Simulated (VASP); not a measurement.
Wanted: the native input for a VASP 6.6.1 run.

| Quantity | Value |
| --- | --- |
| Task | single point |
| Functional | PBE |
| Dispersion | D3(BJ) |
| Potentials or basis | VASP PAW PBE potentials, release 64 (F_h, C_h, H_h) |
| Cutoff | 910 eV |
| k mesh | 3 × 4 × 1 |
| Occupations | gaussian, width 0.1 eV |
| Spin | no spin polarisation |
| Dipole correction | yes |
| Further INCAR settings | ALGO = Normal; EDIFF = 1e-06; NBANDS = 18; NELMDL = -8 |

The structure of F2CH2 lies in POSCAR:

```
H2CF2
1.0
    6.3710095759      0.0000000000      0.0000000000
    0.0000000000      5.1100856935      0.0000000000
    0.0000000000      0.0000000000     26.1537321639
F C H
2 1 2
Direct
   -0.2419954390     -0.0405151505      0.7162022267
   -0.2477847739      0.1766630730      0.6423988558
   -0.2435269861     -0.0792617215      0.6650930877
   -0.3878935474     -0.1779276630      0.6525075959
   -0.0976104670     -0.1720578495      0.6518215611
```

One way to write it, as run:

INCAR

```
SYSTEM = H2CF2
  PREC = Accurate
  ENCUT = 910
  EDIFF = 1E-6
  ISMEAR = 0
  SIGMA = 0.1
  LREAL = .FALSE.
  LASPH = .TRUE.
  NELM = 120
  ALGO = Normal
  ISIF = 2
  LWAVE = .FALSE.
  LCHARG = .FALSE.
  LDIPOL = .TRUE.
  IDIPOL = 3
  DIPOL = 0.5 0.5 0.666
  GGA = PE
  IVDW = 12
  NBANDS = 18
  GGA_COMPAT = .FALSE.
  NELMDL = -8
```

KPOINTS

```
Automatic mesh
0
G
  3 4 1
  0 0 0
```

Potentials or basis: VASP PAW PBE potentials, release 64 (F_h, C_h, H_h).

Launch:

```bash
$ cat potpaw_PBE.64/F_h/POTCAR potpaw_PBE.64/C_h/POTCAR potpaw_PBE.64/H_h/POTCAR > POTCAR
$ mpirun -np 1 vasp_std > vasp.out
```

Results of the run:

The largest force is 1.632 eV/Å, the gap between the frontier levels is 7.08 eV and the dispersion energy per atom is -0.010 eV.

Wall time 6 min on 1 thread of Intel(R) Xeon(R) 6975P-C (Granite Rapids), on a shared host, peak memory 1.6 GiB.
